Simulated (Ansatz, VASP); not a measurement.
# CoO: VASP beside Ansatz

File INCAR:

```
  PREC = Accurate
  ENCUT = 600
  EDIFF = 1E-6
  ISMEAR = -1
  SIGMA = 0.05
  LREAL = False
  LASPH = True
  NELM = 200
  ALGO = Normal
  ISIF = 2
  LWAVE = False
  LCHARG = False
  ISPIN = 2
  MAGMOM = 2 0
  LORBIT = 11
  LMAXMIX = 4
  GGA = PS
  NBANDS = 18
  GGA_COMPAT = False
```

KPOINTS

```
Automatic mesh
0
Gamma
  16 16 16
```

File POSCAR:

```
CoO
1.0
    0.0000000000      2.1315000000      2.1101850000
    2.1315000000      0.0000000000      2.1101850000
    2.1315000000      2.1315000000      0.0000000000
Co O
1 1
Direct
    0.0000000000      0.0000000000      0.0000000000
    0.5000000000      0.5000000000      0.5000000000
```

Input for Ansatz:

```yaml
crystal:
  lattice:
    - [0.0, 2.1315, 2.110185]
    - [2.1315, 0.0, 2.110185]
    - [2.1315, 2.1315, 0.0]
  atoms:
    - { symbol: Co, position: [0.0, 0.0, 0.0], spin: 2.0 }
    - { symbol: O, position: [0.5, 0.5, 0.5] }
magnetization:
  spin_polarized: true
kpoints:
  mp_grid: { grid: [16, 16, 16] }
  band_path:
    path:
      - [0.0, 0.0, 0.0]
      - [0.0, 0.5, 0.5]
      - [0.25, 0.75, 0.5]
      - [0.0, 0.5, 0.0]
      - [0.0, 0.0, 0.0]
      - [0.5, 0.5, 0.0]
      - [0.3775380063, 0.6224619937, 0.0]
      - [-0.3775380063, 0.3775380063, 0.0]
      - [0.0, 0.0, 0.0]
    npoints: 5
scf:
  occupations: { method: fermi_dirac, width: 0.05 }
hamiltonian:
  xc: pbesol
  pseudopotentials: { kind: all_electron, lapw: { basis_error: 0.0005 } }
output:
  forces: true
  stress: true
  eigenvalues: true
```

Change from the starting cell: zz strain of -1 %.

Alike in both runs: task single point; functional PBEsol; k mesh 16 × 16 × 16; occupations fermi-dirac, width 0.05 eV; collinear spin.

```csv
,VASP,Ansatz
version,VASP 6.6.1,Ansatz 0.2.0
potentials or method,"VASP PAW PBE potentials, release 64 (Co, O), cutoff 600 eV","all-electron LAPW, scalar-relativistic"
```

|  | VASP | Ansatz | Ansatz less VASP |
| --- | --- | --- | --- |
| pressure (GPa) | -10.0 | -9.2 | +0.83 |
| traceless stress, the component that is largest in VASP (GPa) | 0.13 | 0.16 | +0.027 |
| net moment per atom (μB) | 1.46 | 1.47 | +0.012 |
| size of the moment on the site where the two differ most (μB) | 2.56 | 2.59 | +0.031 |

VASP's potentials were made for PBE, not for PBEsol. Site moments also hang on the region over which each program counts them. Ansatz ran all-electron here, and VASP with PAW potentials.
